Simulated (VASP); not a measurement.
# Si3As (P-6m2) in VASP: notebook

The runs below take Si3As through single point, with PBE.

Everything below comes from runs of VASP 6.6.1. Logs are shortened: lines on timing, memory, paths and dates and some standing lists are left out, and cuts for length are marked.

### Step 1. The cell of the first run

The structure is hexagonal, space group P-6m2 (No. 187). The conventional cell has a = 2.955 Å, b = 2.955 Å, c = 7.435 Å, α = 90.00°, β = 90.00°, γ = 120.00°. Si (site symmetry -6m2) has 12 Si at 2.83 to 2.96 Å and 2 As at 3.72 Å within 3.8 Å. Within 3.0 Å of Si (site symmetry 3m) lie 3 As at 2.25 Å and 10 Si at 2.83 to 2.96 Å. Within 3.0 Å of As (site symmetry -6m2) lie 6 Si at 2.25 Å and 6 As at 2.96 Å.

The cell was generated, and may not be a known phase.

### Step 2. Single point, PBE

File INCAR:

```
PREC = Accurate
ENCUT = 520
EDIFF = 1E-7
ISMEAR = 0
SIGMA = 0.1
LREAL = F
LASPH = T
NELM = 60
ALGO = Normal
ISIF = 2
LWAVE = F
LCHARG = F
GGA = PE
NBANDS = 16
```

File KPOINTS:

```
regular mesh
0
Gamma
  6 6 4
```

File POSCAR:

```
Si3As
1.0
    2.9550667200      0.0000000000      0.0000000000
   -1.4775333600      2.5591628500      0.0000000000
    0.0000000000      0.0000000000      7.4350447300
Si As
3 1
Direct
    0.3333333300      0.6666666700      0.5000000000
    0.0000000000      0.0000000000      0.8033263700
    0.0000000000      0.0000000000      0.1966736300
    0.3333333300      0.6666666700      0.0000000000
```

Potentials or basis: VASP PAW PBE potentials, release 64 (Si, As).

Started as:

```bash
$ cat potpaw_PBE.64/Si/POTCAR potpaw_PBE.64/As/POTCAR > POTCAR
$ mpirun -np 1 vasp_std > vasp.out
```

OUTCAR:

```text
PREC = Accurate
   ENCUT = 520
   EDIFF = 1E-7
   ISMEAR = 0
   LREAL = F
   LASPH = T
   NELM = 60
   ISIF = 2
   GGA = PE

 ion  position               nearest neighbor table
   1  0.333  0.667  0.500-   2 2.83   3 2.83   2 2.83   3 2.83   2 2.83   3 2.83
   2  0.000  0.000  0.803-   4 2.25   4 2.25   4 2.25   1 2.83   1 2.83   1 2.83   3 2.92
   3  0.000  0.000  0.197-   4 2.25   4 2.25   4 2.25   1 2.83   1 2.83   1 2.83   2 2.92
   4  0.333  0.667  0.000-   2 2.25   3 2.25   2 2.25   3 2.25   2 2.25   3 2.25

  LATTYP: Found a hexagonal cell.
 ALAT       =     2.9550667200
 C/A-ratio  =     2.5160327784

  Lattice vectors:

 A1 = (   2.9550667200,   0.0000000000,   0.0000000000)
 A2 = (  -1.4775333600,   2.5591628500,   0.0000000000)
 A3 = (   0.0000000000,   0.0000000000,   7.4350447300)

Analysis of symmetry for initial positions (statically):
=====================================================================
 Subroutine PRICEL returns:
 Original cell was already a primitive cell.

 Routine SETGRP: Setting up the symmetry group for a
 hexagonal supercell.

 Subroutine GETGRP returns: Found 12 space group operations
 (whereof 12 operations were pure point group operations)
 out of a pool of 24 trial point group operations.

The static configuration has the point symmetry D_3h.

Analysis of symmetry for dynamics (positions and initial velocities):
=====================================================================
 Subroutine PRICEL returns:
 Original cell was already a primitive cell.

 Routine SETGRP: Setting up the symmetry group for a
 hexagonal supercell.

 Subroutine GETGRP returns: Found 12 space group operations
 (whereof 12 operations were pure point group operations)
 out of a pool of 24 trial point group operations.

The dynamic configuration has the point symmetry D_3h.

 Subroutine INISYM returns: Found 12 space group operations
 (whereof 12 operations are pure point group operations),
 and found     1 'primitive' translations

----------------------------------------------------------------------------------------

                                     Primitive cell

  volume of cell :      56.2275

  direct lattice vectors                    reciprocal lattice vectors
     2.955066720  0.000000000  0.000000000     0.338401835  0.195376390  0.000000000
    -1.477533360  2.559162850  0.000000000     0.000000000  0.390752781  0.000000000
     0.000000000  0.000000000  7.435044730     0.000000000  0.000000000  0.134498182

  length of vectors
     2.955066720  2.955066721  7.435044730     0.390752781  0.390752781  0.134498182

  position of ions in fractional coordinates (direct lattice)
     0.333333330  0.666666670  0.500000000
     0.000000000  0.000000000  0.803326370
     0.000000000  0.000000000  0.196673630
     0.333333330  0.666666670  0.000000000

  ion indices of the primitive-cell ions
   primitive index   ion index
                 1           1
                 2           2
                 3           3
                 4           4

----------------------------------------------------------------------------------------

 KPOINTS: regular mesh

Automatic generation of k-mesh.
 Grid dimensions read from file:
 generate k-points for:    6    6    4

 Generating k-lattice:

  Cartesian coordinates                     Fractional coordinates (reciprocal lattice)
     0.056400306  0.032562732  0.000000000     0.166666667 -0.000000000  0.000000000
     0.000000000  0.065125463  0.000000000     0.000000000  0.166666667  0.000000000
     0.000000000  0.000000000  0.033624546     0.000000000  0.000000000  0.250000000

  Length of vectors
     0.065125463  0.065125463  0.033624546

  Shift w.r.t. Gamma in fractional coordinates (k-lattice)
     0.000000000  0.000000000  0.000000000

 Subroutine IBZKPT returns following result:
 ===========================================

 Found     21 irreducible k-points:

 Following reciprocal coordinates:
            Coordinates               Weight
  0.000000  0.000000  0.000000      1.000000
  0.166667  0.000000  0.000000      6.000000
  0.333333 -0.000000  0.000000      6.000000
  0.500000 -0.000000  0.000000      3.000000
  0.166667  0.166667  0.000000      6.000000
  0.333333  0.166667  0.000000     12.000000
[... 13 lines left out ...]
  0.333333  0.166667  0.500000     12.000000
  0.333333  0.333333  0.500000      2.000000
   k-points           NKPTS =     21   k-points in BZ     NKDIM =     21   number of bands    NBANDS=     16
   number of dos      NEDOS =    301   number of ions     NIONS =      4
   total plane-waves  NPLWV =  32256
   dimension x,y,z NGX =    24 NGY =   24 NGZ =   56
   dimension x,y,z NGXF=    48 NGYF=   48 NGZF=  112
   ions per type =               3   1
   NGX,Y,Z   is equivalent  to a cutoff of  13.50, 13.50, 12.52 a.u.
   NGXF,Y,Z  is equivalent  to a cutoff of  27.00, 27.00, 25.04 a.u.
 SYSTEM =  unknown system
   PREC   = accura    normal or accurate (medium, high low for compatibility)
   ISTART =      0    job   : 0-new  1-cont  2-samecut
   ICHARG =      2    charge: 1-file 2-atom 10-const
   ISPIN  =      1    spin polarized calculation?
   LNONCOLLINEAR =      F non collinear calculations
   LSORBIT =      F    spin-orbit coupling
   LASPH  =      T    aspherical Exc in radial PAW
   ENCUT  =  520.0 eV  38.22 Ry    6.18 a.u.   5.49  5.49 13.82*2*pi/ulx,y,z
   NELM   =     60;   NELMIN=  2; NELMDL= -5     # of ELM steps
   EDIFF  = 0.1E-06   stopping-criterion for ELM
   LREAL  =      F    real-space projection
   EDIFFG = 0.1E-05   stopping-criterion for IOM
   NSW    =      0    number of steps for IOM
   IBRION =     -1    ionic relax: 0-MD 1-quasi-New 2-CG
   NFREE  =      0    steps in history (QN), initial steepest desc. (CG)
   ISIF   =      2    stress and relaxation
   ISYM   =      2    0-nonsym 1-usesym 2-fastsym
   POTIM  = 0.5000    time-step for ionic-motion
   TEBEG  =    0.0;   TEEND  =   0.0 temperature during run
   PSTRESS=    0.0 pullay stress
   NELECT =      17.0000    total number of electrons
   NUPDOWN=      -1.0000    fix difference up-down
   EMIN   =  10.00;   EMAX   =-10.00  energy-range for DOS
   EFERMI =   0.00;   METHOD = LEGACY
   ISMEAR =     0;   SIGMA  =   0.10  broadening in eV -4-tet -1-fermi 0-gaus
   EFERMI_NEDOS =   21; number of points for ismear=-14 and -15
   IALGO  =     38    algorithm
   IMIX   =      4    mixing-type and parameters
     AMIX     =   0.40;   BMIX     =  1.00
     AMIX_MAG =   1.60;   BMIX_MAG =  1.00
  volume/ion in A,a.u.               =      14.06        94.86
  Fermi-wavevector in a.u.,A,eV,Ry     =   1.098774  2.076381 16.426359  1.207303
  Thomas-Fermi vector in A             =   2.235157
   LORBIT       =      0    0 simple, 1 ext, 2 COOP (PROOUT), +10 PAW based schemes
   GGA     = PE    functional components
   LHFCALC =     F    Hartree Fock is set to
   AEXX    =    0.0000 exact exchange contribution
   IVDW    =     0    specifies the selected vdW correction
   LEPSILON=     F    determine dielectric tensor
   LRPA    =     F    only Hartree local field effects (RPA)
 non-spin polarized calculation
 Gauss-broadening in eV      SIGMA  =   0.10
  energy-cutoff  :      520.00
  volume of cell :       56.23
 maximum number of plane-waves:      1552
 NGX is ok and might be reduce to    24
   NGX = 11   NGY = 11   NGZ = 27

 number of electron      17.0000001 magnetization

 Free energy of the ion-electron system (eV)
  ---------------------------------------------------
  ext. energy  EPLUGINS =         0.00000000
  ---------------------------------------------------
  free energy    TOTEN  =       -15.84377512 eV

  energy without entropy =      -15.83252220  energy(sigma->0) =      -15.83814866

 E-fermi :  10.4937     XC(G=0): -11.3956

 val. band max:       10.4921991337   @ k =   0.0000   0.0000   0.5000
 cond. band min:      10.5094292271   @ k =   0.3333   0.1667   0.0000
 fundamental gap:      0.0172300934
 Fermi energy:        10.4936607679

 k-point     1 :       0.0000    0.0000    0.0000
  band No.  band energies     occupation
      1      -7.7364      2.00000
      2      -2.2827      2.00000
      3      -1.3372      2.00000
      4       5.2015      2.00000
      5       6.1053      2.00000
      6      11.3076      0.00000
[... 8 lines left out ...]
     15      17.3397      0.00000
     16      18.5974      0.00000

 k-point     2 :       0.1667    0.0000    0.0000
  band No.  band energies     occupation
      1      -7.1297      2.00000
      2      -1.6709      2.00000
      3      -0.7338      2.00000
      4       5.7603      2.00000
      5       6.6757      2.00000
      6       7.3817      2.00000
[... 8 lines left out ...]
     15      18.1939      0.00000
     16      18.2740      0.00000

 k-point     3 :       0.3333   -0.0000    0.0000
  band No.  band energies     occupation
      1      -5.3476      2.00000
      2       0.1223      2.00000
      3       1.0449      2.00000
      4       2.3378      2.00000
      5       6.9506      2.00000
      6       8.0380      2.00000
[... 8 lines left out ...]
     15      15.8218      0.00000
     16      17.1044      0.00000

 k-point     4 :       0.5000   -0.0000    0.0000
  band No.  band energies     occupation
      1      -3.2425      2.00000
      2      -0.9332      2.00000
      3       2.3226      2.00000
      4       3.4954      2.00000
      5       4.1874      2.00000
      6       4.7096      2.00000
[... 8 lines left out ...]
     15      15.3261      0.00000
     16      16.4242      0.00000
[... 267 lines left out ...]
 k-point    19 :       0.1667    0.1667    0.5000
  band No.  band energies     occupation
      1      -5.9160      2.00000
      2      -1.1247      2.00000
      3       2.3039      2.00000
      4       3.6761      2.00000
      5       4.4355      2.00000
      6       6.5207      2.00000
[... 8 lines left out ...]
     15      16.8460      0.00000
     16      17.8044      0.00000

 k-point    20 :       0.3333    0.1667    0.5000
  band No.  band energies     occupation
      1      -3.6743      2.00000
      2       0.5404      2.00000
      3       1.1929      2.00000
      4       4.4230      2.00000
      5       4.6848      2.00000
      6       5.1742      2.00000
[... 8 lines left out ...]
     15      16.2983      0.00000
     16      18.0116      0.00000

 k-point    21 :       0.3333    0.3333    0.5000
  band No.  band energies     occupation
      1      -2.0328      2.00000
      2      -0.1848      2.00000
      3       2.0998      2.00000
      4       3.1646      2.00000
      5       4.2579      2.00000
      6       5.8797      2.00000
[... 8 lines left out ...]
     15      17.4296      0.00000
     16      19.3346      0.00000

------------------------ aborting loop because EDIFF is reached ----------------------------------------

  FORCE on cell =-STRESS in cart. coord.  units (eV):
  Direction    XX          YY          ZZ          XY          YZ          ZX
  --------------------------------------------------------------------------------------
  -------------------------------------------------------------------------------------
  Total       14.4879729     14.4879729     13.2519816      0.0000000      0.0000000     -0.0000000
  in kB      412.8282482    412.8282484    377.6092342      0.0000000      0.0000000     -0.0000000
  external PRESSURE =     401.0885769 kB  Pullay stress =       0.0000000 kB

 VOLUME and BASIS-vectors are now :
 -----------------------------------------------------------------------------
  energy-cutoff  :      520.00
  volume of cell :       56.23
      direct lattice vectors                 reciprocal lattice vectors
     2.955066720  0.000000000  0.000000000     0.338401835  0.195376390  0.000000000
    -1.477533360  2.559162850  0.000000000     0.000000000  0.390752781  0.000000000
     0.000000000  0.000000000  7.435044730     0.000000000  0.000000000  0.134498182

 POSITION                                       TOTAL-FORCE (eV/Angst)
 -----------------------------------------------------------------------------------
     -0.00000      1.70611      3.71752         0.000000      0.000000      0.000000
      0.00000      0.00000      5.97277         0.000000      0.000000     -5.468104
      0.00000      0.00000      1.46228         0.000000     -0.000000      5.468104
     -0.00000      1.70611      0.00000        -0.000000      0.000000      0.000000
 -----------------------------------------------------------------------------------
    total drift:                                0.000003     -0.000002      0.000000

  FREE ENERGIE OF THE ION-ELECTRON SYSTEM (eV)
  ---------------------------------------------------
  free  energy   TOTEN  =       -15.8437751151 eV

  energy  without entropy=      -15.8325222005  energy(sigma->0) =      -15.83814866
```

Wall time 13 s (1 thread of Oxide Virtual Turin-like, shared host); peak memory 0.15 GiB.

Results:

```
Free energy            : -15.8438 eV
Pressure               : 40.1 GPa
Largest force          : 5.468 eV/Å
Band gap on the k mesh : zero (an odd number of electrons rules out a gap without spin polarisation)
```

Forces on the atoms (eV/Å):
```
Si   0.000  0.000  0.000
Si   0.000  0.000 -5.468
Si   0.000  0.000  5.468
As   0.000  0.000  0.000
```

Stress tensor (GPa, compression positive):
```
41.28  0.00  0.00
 0.00 41.28  0.00
 0.00  0.00 37.76
```

Levels at points of the mesh, in eV from the Fermi level:
| k point | band 6 | band 7 | band 8 | band 9 | band 10 | band 11 |
| --- | --- | --- | --- | --- | --- | --- |
| (0.00, 0.00, 0.00) | 0.81 | 0.81 | 5.20 | 5.20 | 5.97 | 5.97 |
| (0.50, 0.00, 0.00) | -5.78 | -2.85 | -1.03 | 0.58 | 0.72 | 1.29 |
| (0.00, 0.00, 0.50) | 0.82 | 0.82 | 1.44 | 5.26 | 5.26 | 5.51 |
| (0.50, 0.00, 0.50) | -3.87 | -3.49 | -2.84 | -2.53 | 1.45 | 1.79 |

Caveat: the k points lie up to 0.41 Å⁻¹ apart, too coarse for converged energies and pressures of a metal; forces of over 1 eV/Å act on the atoms, so gaps and moduli don't describe the material at rest.

### Step 3. Single point, PBE

This run uses another cell than the first one, of 17.24 Å³/atom.

File INCAR:

```
PREC     = Accurate       # precision mode
ENCUT    = 520            # plane-wave cutoff, eV
EDIFF    = 1E-6           # SCF threshold, eV
ISMEAR   = 0              # smearing method
SIGMA    = 0.1            # smearing width, eV
LREAL    = F              # projectors in reciprocal space
LASPH    = T              # aspherical terms in the spheres
NELM     = 80             # most SCF steps
ALGO     = Normal         # electronic algorithm
ISIF     = 2              # what is computed and relaxed
LWAVE    = F              # write WAVECAR
LCHARG   = T              # write CHGCAR
GGA      = PE             # functional
LELF     = T              # ELF
LVHAR    = T            
NBANDS   = 16             # bands
```

File KPOINTS:

```
Automatic mesh
0
Gamma
  6 6 4
```

File POSCAR:

```
Si3As
1.0
    3.4918395316      0.0000000000      0.0000000000
   -1.7459197658      3.0240217403      0.0000000000
    0.0000000000      0.0000000000      6.5319503628
Si As
3 1
Direct
    0.3333333333      0.6666666667      0.5000000000
    0.0000000000      0.0000000000      0.7315759193
    0.0000000000      0.0000000000      0.2684240807
    0.3333333333      0.6666666667      0.0000000000
```

Potentials or basis: VASP PAW PBE potentials, release 64 (Si, As).

Started as:

```bash
$ cat potpaw_PBE.64/Si/POTCAR potpaw_PBE.64/As/POTCAR > POTCAR
$ mpirun -np 1 vasp_std > vasp.out
```

It took 18 s on 1 thread of Oxide Virtual Turin-like, shared host; peak memory 0.15 GiB.

The run converged. Its results:

```yaml
Free_energy: -19.4748 eV
Pressure: 0.0 GPa
Largest_force: 0.016 eV/Å
Band_gap_on_the_k_mesh: zero (an odd number of electrons rules out a gap without spin polarisation)
```

Forces on the atoms (eV/Å):
```
Si   0.000  0.000  0.000
Si   0.000  0.000 -0.016
Si   0.000  0.000  0.016
As   0.000  0.000  0.000
```

Stress tensor (GPa, compression positive):
```
 0.10  0.00  0.00
 0.00  0.10  0.00
 0.00  0.00 -0.19
```

Levels at points of the mesh, in eV from the Fermi level:
```
           k point  band 5  band 6  band 7  band 8  band 9  band 10  band 11  band 12  band 13  band 14
(0.00, 0.00, 0.00)   -0.19   -0.19   -0.17    2.15    2.15     3.30     3.30     3.33     3.70     3.70
(0.50, 0.00, 0.00)   -5.30   -4.85   -2.38    0.39    0.43     1.27     1.30     3.25     3.42     4.20
(0.00, 0.00, 0.50)    0.43    0.43    0.69    0.69    2.16     3.18     4.05     4.05     4.07     4.07
(0.50, 0.00, 0.50)   -3.31   -2.88   -1.66   -1.50   -1.26    -0.85     1.35     1.72     4.13     5.55
```

The gap in the log of VASP goes by the Fermi energy; the results here count the filled bands.